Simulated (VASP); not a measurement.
Li, 2 atoms in the cell. Symmetry: P6_3/mmc, No. 194, hexagonal system. The conventional cell has a = 3.053 Å, b = 3.053 Å, c = 5.003 Å, α = 90.00°, β = 90.00°, γ = 120.00°. Within 4.0 Å of Li (site symmetry -6m2) lie 12 Li at 3.05 to 3.06 Å. 

| Quantity | Value |
| --- | --- |
| Program | VASP 6.6.1 |
| Task | relaxation of cell and atoms |
| Functional | PBEsol |
| Potentials or basis | VASP PAW PBE potentials, release 64 (Li_sv) |
| Cutoff | 600 eV |
| k mesh | 18 × 18 × 10 |
| Occupations | fermi-dirac, width 0.1 eV |
| Spin | no spin polarisation |
| Target pressure | 7 GPa |
| Dipole correction | no |
| Further INCAR settings | ALGO = Normal; EDIFF = 1e-06; IBRION = 2; EDIFFG = -0.002; NSW = 100; ISIF = 3 |

Potentials or basis: VASP PAW PBE potentials, release 64 (Li_sv).

Run with:

```bash
$ cat potpaw_PBE.64/Li_sv/POTCAR > POTCAR
$ mpirun -np 1 vasp_std > vasp.out
```

Hardware: 1 thread of Intel Xeon 6975P-C (shared host).

**Question.** Estimate the wall time of this run.

**Answer.** It took 2.7 min on 1 thread of Intel Xeon 6975P-C, on a shared host, peak memory 0.19 GiB. Counts: scf iterations 58, k points 222, ion steps 10.
